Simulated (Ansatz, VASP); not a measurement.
**Zn6O in VASP and in Ansatz**

```xyz
7
Lattice="2.6223 1.5140 4.2240 -2.6223 1.5140 4.2240 0.0000 -3.0279 4.2240" Properties=species:S:1:pos:R:3 pbc="T T T"
Zn    0.0000    0.0000   10.7023
Zn    0.0000    0.0000    1.9696
Zn    0.0000    1.5140    4.2240
Zn   -1.3111   -0.7570    4.2240
Zn    1.3111   -0.7570    4.2240
Zn    0.0000    0.0000    6.3359
O     0.0000    0.0000    0.0000
```

Alike in both runs: functional PBE; k mesh 6 × 6 × 6; occupations gaussian, width 0.1 eV; no spin polarisation.

Ansatz relaxed the structure, and its values are those at the end. VASP's run is a single point on that final structure, the one shown.

|  | VASP | Ansatz |
| --- | --- | --- |
| version | VASP 6.6.1 | Ansatz 0.2.0 |
| potentials or method | VASP PAW PBE potentials, release 64 (Zn, O), cutoff 520 eV | scalar-relativistic, plane waves, PAW |
| valence electrons in the cell | 78 | 78 |

|  | VASP | Ansatz | Ansatz less VASP |
| --- | --- | --- | --- |
| gap on the k mesh at the Fermi level (eV) | none | none | - |
| pressure (GPa) | 0.5 | 0.0 | -0.50 |
| rms of the force components (eV/Å) | 0.020 | 0.001 | -0.0192 |

A gap of «none» marks a metal or a gap that the smearing closes.
